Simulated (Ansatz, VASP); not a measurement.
## Two plane-wave programs on AlRu

```
Al Ru
1.0
    -2.01808    2.01808    1.85296
     2.01808   -2.01808    1.85296
     2.01808    2.01808   -1.85296
Al Ru
1 1
Direct
  0.50000 0.50000 0.00000
  0.00000 0.00000 0.00000
```

Alike in both runs: task relaxation of cell and atoms; functional PBE; k mesh 6 × 6 × 6; occupations gaussian, width 0.1 eV; no spin polarisation.

```csv
,VASP,Ansatz
version,VASP 6.6.1,Ansatz 0.2.0
potentials or method,"VASP PAW PBE potentials, release 64 (Al, Ru_pv), cutoff 600 eV","scalar-relativistic, plane waves, PAW"
valence electrons in the cell,17,19
```

VASP gave:

| Item | Value |
| --- | --- |
| gap on the k mesh at the Fermi level, each at its own relaxed structure (eV) | none |
| relaxed volume (Å³/atom) | 15.46 |
| relaxed cell length with the largest relative difference (Å) | 3.522 |

Estimate Ansatz's values.

gap on the k mesh at the Fermi level, each at its own relaxed structure (eV): none; relaxed volume (Å³/atom): 15.48; relaxed cell length with the largest relative difference (Å): 3.524.

A gap of «none» marks a metal or a gap that the smearing closes. VASP's potentials hold 17 valence electrons a cell and Ansatz's 19, so a difference there can come from the potentials and not from the codes.

The k mesh is coarse, so the values compare programs but aren't converged.
